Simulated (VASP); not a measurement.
# SiC (P6_3mc) in VASP: notebook

Runs on SiC. Level: PBEsol. Tasks: single point.

All numbers are computed with VASP 6.6.1; they aren't measurements. Logs are shortened: lines on timing, memory, paths and dates and some standing lists are left out, and cuts for length are marked.

### Step 1. The cell of the first run

Symmetry: P6_3mc, No. 186, hexagonal system. Conventional cell: a = 3.016 Å, b = 3.016 Å, c = 4.946 Å, α = 90.00°, β = 90.00°, γ = 120.00°. Within 2.5 Å of Si (site symmetry 3m) lie 4 C at 1.85 to 1.86 Å. C (site symmetry 3m) has 4 Si at 1.85 to 1.86 Å within 2.5 Å.

### Step 2. Single point, PBEsol

Input file INCAR:

```
PREC = Accurate
ENCUT = 520
EDIFF = 1E-7
ISMEAR = 0
SIGMA = 0.01
LREAL = F
LASPH = T
NELM = 60
ALGO = Normal
ISIF = 2
LWAVE = F
LCHARG = T
GGA = PS
LELF = T
LVHAR = T
NBANDS = 16
```

Input file KPOINTS:

```
regular mesh
0
Gamma
  8 8 6
```

Input file POSCAR:

```
SiC
1.0
    3.0155943368      0.0000000000      0.0000000000
   -1.5077971684      2.6115813032      0.0000000000
    0.0000000000      0.0000000000      4.9457775466
Si C
2 2
Direct
    0.3333333333      0.6666666667      0.0046040387
    0.6666666667      0.3333333333      0.5046040387
    0.3333333333      0.6666666667      0.3803959613
    0.6666666667      0.3333333333      0.8803959613
```

Potentials or basis: VASP PAW PBE potentials, release 64 (Si, C).

The run is started by

```sh
$ cat potpaw_PBE.64/Si/POTCAR potpaw_PBE.64/C/POTCAR > POTCAR
$ mpirun -np 1 vasp_std > vasp.out
```

OUTCAR:

```text
PREC = Accurate
   ENCUT = 520
   EDIFF = 1E-7
   ISMEAR = 0
   LREAL = F
   LASPH = T
   NELM = 60
   ISIF = 2
   GGA = PS

 ion  position               nearest neighbor table
   1  0.333  0.667  0.005-   4 1.85   4 1.85   4 1.85   3 1.86   2 3.02   2 3.02   2 3.02   2 3.02
                             2 3.02   2 3.02
   2  0.667  0.333  0.505-   3 1.85   3 1.85   3 1.85   4 1.86   1 3.02   1 3.02   1 3.02   1 3.02
                             1 3.02   1 3.02
   3  0.333  0.667  0.380-   2 1.85   2 1.85   2 1.85   1 1.86
   4  0.667  0.333  0.880-   1 1.85   1 1.85   1 1.85   2 1.86

  LATTYP: Found a hexagonal cell.
 ALAT       =     3.0155943368
 C/A-ratio  =     1.6400672618

  Lattice vectors:

 A1 = (   3.0155943368,   0.0000000000,   0.0000000000)
 A2 = (  -1.5077971684,   2.6115813032,   0.0000000000)
 A3 = (   0.0000000000,   0.0000000000,   4.9457775466)

Analysis of symmetry for initial positions (statically):
=====================================================================
 Subroutine PRICEL returns:
 Original cell was already a primitive cell.

 Routine SETGRP: Setting up the symmetry group for a
 hexagonal supercell.

 Subroutine GETGRP returns: Found 12 space group operations
 (whereof  6 operations were pure point group operations)
 out of a pool of 24 trial point group operations.

The static configuration has the point symmetry C_3v.
 The point group associated with its full space group is C_6v.

Analysis of symmetry for dynamics (positions and initial velocities):
=====================================================================
 Subroutine PRICEL returns:
 Original cell was already a primitive cell.

 Routine SETGRP: Setting up the symmetry group for a
 hexagonal supercell.

 Subroutine GETGRP returns: Found 12 space group operations
 (whereof  6 operations were pure point group operations)
 out of a pool of 24 trial point group operations.

The dynamic configuration has the point symmetry C_3v.
 The point group associated with its full space group is C_6v.

 Subroutine INISYM returns: Found 12 space group operations
 (whereof  6 operations are pure point group operations),
 and found     1 'primitive' translations

----------------------------------------------------------------------------------------

                                     Primitive cell

  volume of cell :      38.9503

  direct lattice vectors                    reciprocal lattice vectors
     3.015594337  0.000000000  0.000000000     0.331609589  0.191454886  0.000000000
    -1.507797168  2.611581303  0.000000000     0.000000000  0.382909771  0.000000000
     0.000000000  0.000000000  4.945777547     0.000000000  0.000000000  0.202192677

  length of vectors
     3.015594337  3.015594337  4.945777547     0.382909771  0.382909771  0.202192677

  position of ions in fractional coordinates (direct lattice)
     0.333333333  0.666666667  0.004604039
     0.666666667  0.333333333  0.504604039
     0.333333333  0.666666667  0.380395961
     0.666666667  0.333333333  0.880395961

  ion indices of the primitive-cell ions
   primitive index   ion index
                 1           1
                 2           2
                 3           3
                 4           4

----------------------------------------------------------------------------------------

 KPOINTS: regular mesh

Automatic generation of k-mesh.
 Grid dimensions read from file:
 generate k-points for:    8    8    6

 Generating k-lattice:

  Cartesian coordinates                     Fractional coordinates (reciprocal lattice)
     0.041451199  0.023931861  0.000000000     0.125000000  0.000000000  0.000000000
     0.000000000  0.047863721  0.000000000     0.000000000  0.125000000  0.000000000
     0.000000000  0.000000000  0.033698779     0.000000000  0.000000000  0.166666667

  Length of vectors
     0.047863721  0.047863721  0.033698779

  Shift w.r.t. Gamma in fractional coordinates (k-lattice)
     0.000000000  0.000000000  0.000000000

 Subroutine IBZKPT returns following result:
 ===========================================

 Found     40 irreducible k-points:

 Following reciprocal coordinates:
            Coordinates               Weight
  0.000000  0.000000  0.000000      1.000000
  0.125000  0.000000  0.000000      6.000000
  0.250000  0.000000  0.000000      6.000000
  0.375000  0.000000  0.000000      6.000000
  0.500000  0.000000  0.000000      3.000000
  0.125000  0.125000  0.000000      6.000000
[... 16 lines left out ...]
  0.250000  0.000000  0.333333     12.000000
  0.375000  0.000000  0.333333     12.000000
 [... further k-points ...]
   k-points           NKPTS =     40   k-points in BZ     NKDIM =     40   number of bands    NBANDS=     16
   number of dos      NEDOS =    301   number of ions     NIONS =      4
   total plane-waves  NPLWV =  23040
   dimension x,y,z NGX =    24 NGY =   24 NGZ =   40
   dimension x,y,z NGXF=    48 NGYF=   48 NGZF=   80
   ions per type =               2   2
   NGX,Y,Z   is equivalent  to a cutoff of  13.23, 13.23, 13.45 a.u.
   NGXF,Y,Z  is equivalent  to a cutoff of  26.46, 26.46, 26.89 a.u.
 SYSTEM =  unknown system
   PREC   = accura    normal or accurate (medium, high low for compatibility)
   ISTART =      0    job   : 0-new  1-cont  2-samecut
   ICHARG =      2    charge: 1-file 2-atom 10-const
   ISPIN  =      1    spin polarized calculation?
   LNONCOLLINEAR =      F non collinear calculations
   LSORBIT =      F    spin-orbit coupling
   LASPH  =      T    aspherical Exc in radial PAW
   ENCUT  =  520.0 eV  38.22 Ry    6.18 a.u.   5.61  5.61  9.20*2*pi/ulx,y,z
   NELM   =     60;   NELMIN=  2; NELMDL= -5     # of ELM steps
   EDIFF  = 0.1E-06   stopping-criterion for ELM
   LREAL  =      F    real-space projection
   EDIFFG = 0.1E-05   stopping-criterion for IOM
   NSW    =      0    number of steps for IOM
   IBRION =     -1    ionic relax: 0-MD 1-quasi-New 2-CG
   NFREE  =      0    steps in history (QN), initial steepest desc. (CG)
   ISIF   =      2    stress and relaxation
   ISYM   =      2    0-nonsym 1-usesym 2-fastsym
   POTIM  = 0.5000    time-step for ionic-motion
   TEBEG  =    0.0;   TEEND  =   0.0 temperature during run
   PSTRESS=    0.0 pullay stress
   NELECT =      16.0000    total number of electrons
   NUPDOWN=      -1.0000    fix difference up-down
   EMIN   =  10.00;   EMAX   =-10.00  energy-range for DOS
   EFERMI =   0.00;   METHOD = LEGACY
   ISMEAR =     0;   SIGMA  =   0.01  broadening in eV -4-tet -1-fermi 0-gaus
   EFERMI_NEDOS =   21; number of points for ismear=-14 and -15
   IALGO  =     38    algorithm
   IMIX   =      4    mixing-type and parameters
     AMIX     =   0.40;   BMIX     =  1.00
     AMIX_MAG =   1.60;   BMIX_MAG =  1.00
  volume/ion in A,a.u.               =       9.74        65.71
  Fermi-wavevector in a.u.,A,eV,Ry     =   1.216964  2.299729 20.150254  1.481002
  Thomas-Fermi vector in A             =   2.352300
   LORBIT       =      0    0 simple, 1 ext, 2 COOP (PROOUT), +10 PAW based schemes
   GGA     = PS    functional components
   LHFCALC =     F    Hartree Fock is set to
   AEXX    =    0.0000 exact exchange contribution
   IVDW    =     0    specifies the selected vdW correction
   LEPSILON=     F    determine dielectric tensor
   LRPA    =     F    only Hartree local field effects (RPA)
 non-spin polarized calculation
 Gauss-broadening in eV      SIGMA  =   0.01
  energy-cutoff  :      520.00
  volume of cell :       38.95
 maximum number of plane-waves:      1087
 NGX is ok and might be reduce to    24
   NGX = 11   NGY = 11   NGZ = 19

 number of electron      15.9999998 magnetization

 Free energy of the ion-electron system (eV)
  ---------------------------------------------------
  ext. energy  EPLUGINS =         0.00000000
  ---------------------------------------------------
  free energy    TOTEN  =       -31.70705892 eV

  energy without entropy =      -31.70705892  energy(sigma->0) =      -31.70705892

 E-fermi :   8.9680     XC(G=0): -11.7597

 val. band max:        8.9059086717   @ k =   0.0000   0.0000   0.0000
 cond. band min:      11.1875387896   @ k =   0.3750   0.2500   0.0000
 fundamental gap:      2.2816301179
 Fermi energy:         8.9680191311

 k-point     1 :       0.0000    0.0000    0.0000
  band No.  band energies     occupation
      1      -7.1733      2.00000
      2      -3.3325      2.00000
      3      -0.2110      2.00000
      4       7.5535      2.00000
      5       7.5535      2.00000
      6       8.7933      2.00000
[... 8 lines left out ...]
     15      18.2260      0.00000
     16      20.5270      0.00000

 k-point     2 :       0.1250    0.0000    0.0000
  band No.  band energies     occupation
      1      -6.8886      2.00000
      2      -3.0911      2.00000
      3       0.0568      2.00000
      4       6.1252      2.00000
      5       7.0906      2.00000
      6       7.9478      2.00000
[... 8 lines left out ...]
     15      18.8114      0.00000
     16      18.9144      0.00000

 k-point     3 :       0.2500    0.0000    0.0000
  band No.  band energies     occupation
      1      -6.0516      2.00000
      2      -2.4233      2.00000
      3       0.8092      2.00000
      4       3.5694      2.00000
      5       5.9190      2.00000
      6       6.2734      2.00000
[... 8 lines left out ...]
     15      19.2771      0.00000
     16      19.9610      0.00000

 k-point     4 :       0.3750    0.0000    0.0000
  band No.  band energies     occupation
      1      -4.7452      2.00000
      2      -1.7372      2.00000
      3       1.0780      2.00000
      4       2.3618      2.00000
      5       3.7856      2.00000
      6       5.6571      2.00000
[... 8 lines left out ...]
     15      20.6039      0.00000
     16      21.4983      0.00000

 k-point     5 :       0.5000    0.0000    0.0000
  band No.  band energies     occupation
      1      -3.6181      2.00000
      2      -2.1319      2.00000
      3       0.9601      2.00000
      4       2.4474      2.00000
      5       3.2162      2.00000
      6       5.3881      2.00000
[... 8 lines left out ...]
     15      19.7741      0.00000
     16      21.6911      0.00000

 k-point     6 :       0.1250    0.1250    0.0000
  band No.  band energies     occupation
      1      -6.3272      2.00000
      2      -2.6334      2.00000
      3       0.5720      2.00000
      4       4.5596      2.00000
      5       5.6996      2.00000
      6       7.0349      2.00000
[... 8 lines left out ...]
     15      19.1072      0.00000
     16      19.4566      0.00000
[... 267 lines left out ...]
 k-point    21 :       0.0000    0.0000    0.3333
  band No.  band energies     occupation
      1      -6.6053      2.00000
      2      -4.9856      2.00000
      3       2.3426      2.00000
      4       6.3404      2.00000
      5       7.8539      2.00000
      6       7.8539      2.00000
[... 8 lines left out ...]
     15      17.3062      0.00000
     16      19.4818      0.00000

 k-point    22 :       0.1250    0.0000    0.3333
  band No.  band energies     occupation
      1      -6.3239      2.00000
      2      -4.7169      2.00000
      3       2.5318      2.00000
      4       6.1983      2.00000
      5       6.5711      2.00000
      6       7.4382      2.00000
[... 8 lines left out ...]
     15      18.0031      0.00000
     16      19.9071      0.00000

 k-point    23 :       0.2500    0.0000    0.3333
  band No.  band energies     occupation
      1      -5.4986      2.00000
      2      -3.9394      2.00000
      3       2.7027      2.00000
      4       4.4283      2.00000
      5       4.7490      2.00000
      6       6.6724      2.00000
[... 8 lines left out ...]
     15      19.6345      0.00000
     16      20.3524      0.00000

 k-point    24 :       0.3750    0.0000    0.3333
  band No.  band energies     occupation
      1      -4.2235      2.00000
      2      -2.8217      2.00000
      3       1.0748      2.00000
      4       2.3935      2.00000
      5       4.6984      2.00000
      6       6.0802      2.00000
[... 8 lines left out ...]
     15      21.0934      0.00000
     16      21.4629      0.00000

 [... further k-points ...]

------------------------ aborting loop because EDIFF is reached ----------------------------------------

  FORCE on cell =-STRESS in cart. coord.  units (eV):
  Direction    XX          YY          ZZ          XY          YZ          ZX
  --------------------------------------------------------------------------------------
  -------------------------------------------------------------------------------------
  Total        3.7442772      3.7442772      3.7471666      0.0000000      0.0000000      0.0000000
  in kB      154.0165964    154.0165964    154.1354521      0.0000000      0.0000000      0.0000000
  external PRESSURE =     154.0562149 kB  Pullay stress =       0.0000000 kB

 VOLUME and BASIS-vectors are now :
 -----------------------------------------------------------------------------
  energy-cutoff  :      520.00
  volume of cell :       38.95
      direct lattice vectors                 reciprocal lattice vectors
     3.015594337  0.000000000  0.000000000     0.331609589  0.191454886  0.000000000
    -1.507797168  2.611581303  0.000000000     0.000000000  0.382909771  0.000000000
     0.000000000  0.000000000  4.945777547     0.000000000  0.000000000  0.202192677

 POSITION                                       TOTAL-FORCE (eV/Angst)
 -----------------------------------------------------------------------------------
     -0.00000      1.74105      0.02277         0.000000     -0.000000     -0.000265
      1.50780      0.87053      2.49566         0.000000     -0.000000     -0.000265
     -0.00000      1.74105      1.88135        -0.000000      0.000000      0.000265
      1.50780      0.87053      4.35424         0.000000     -0.000000      0.000265
 -----------------------------------------------------------------------------------
    total drift:                                0.000000      0.000000     -0.000335

  FREE ENERGIE OF THE ION-ELECTRON SYSTEM (eV)
  ---------------------------------------------------
  free  energy   TOTEN  =       -31.7070589233 eV

  energy  without entropy=      -31.7070589233  energy(sigma->0) =      -31.70705892
```

Run time: 31 s. Hardware: 1 thread of Intel Xeon 8259CL, shared host; peak memory 0.16 GiB.

Results:

```yaml
Free_energy: -31.7071 eV
Pressure: 15.4 GPa
Band_gap_on_the_k_mesh: 2.28 eV, indirect (least direct gap 3.96 eV)
```

Caveat: the PAW data sets were made with another functional, which shifts forces and pressure a little. A k mesh can miss the band edges.

(Continued in part 2 of 2.)
